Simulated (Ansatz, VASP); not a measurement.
P: VASP beside Ansatz

```
P
1.0
    -1.69819    2.52553    1.84231
     1.69819   -2.52553    1.84231
     1.70760    2.53186   -1.84231
P
2
Direct
  0.76296 0.01296 0.75000
  0.23704 0.98704 0.25000
```

Alike in both runs: task single point; functional PBE; k mesh 14 × 14 × 14; occupations gaussian, width 0.1 eV; no spin polarisation.

|  | VASP | Ansatz |
| --- | --- | --- |
| version | VASP 6.6.1 | Ansatz 0.2.0 |
| potentials or method | VASP PAW PBE potentials, release 64 (P), cutoff 520 eV | scalar-relativistic, plane waves, PAW |
| valence electrons in the cell | 10 | 10 |

Ansatz gave:

| Property | Result |
| --- | --- |
| gap on the k mesh at the Fermi level (eV) | none |
| pressure (GPa) | -6.4 |
| traceless stress, the component that is largest in VASP (GPa) | 4.78 |
| rms of the force components (eV/Å) | 0.323 |

**Question.** Estimate VASP's values.

**Answer.** gap on the k mesh at the Fermi level (eV): none; pressure (GPa): -6.6; traceless stress, the component that is largest in VASP (GPa): 4.77; rms of the force components (eV/Å): 0.333.

Atom by atom the forces differ by 0.011 eV/Å (rms over components). A gap of «none» marks a metal or a gap that the smearing closes.
